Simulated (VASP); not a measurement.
Runs of VASP 6.6.1 on Ir. The structure is that of space group Fm-3m (No. 225), or close to it. The cells are those of the table. 

```csv
cell,gap on the mesh (eV),pressure (GPa)
"a = 2.773 Å, angles 60.0°, 1 atom",none,-25.4
"a = 2.690 Å, angles 60.0°, 1 atom",none,5.6
"a = 2.661 Å, angles 60.0°, 1 atom",none,20.6
"a = 2.718 Å, angles 60.0°, 1 atom",none,(a)
```

Alike in all rows: task single point; level HSE06; potentials or basis VASP PAW PBE potentials, release 64 (Ir_sv_GW); no spin polarisation; k mesh 6 × 6 × 6; cutoff (eV) 420; smearing fermi-dirac 0.1 eV.

Fill in the values left out.

(a) -6.8.

Caveats: all runs use coarse meshes; the PAW data sets were made with another functional, which shifts forces and pressure a little; spin-orbit coupling is left out, which moves the levels of the heavy elements.

A k mesh can miss the band edges, and the runs leave out spin-orbit coupling on Ir.

A gap of «none» marks levels without a gap at the run's occupations.
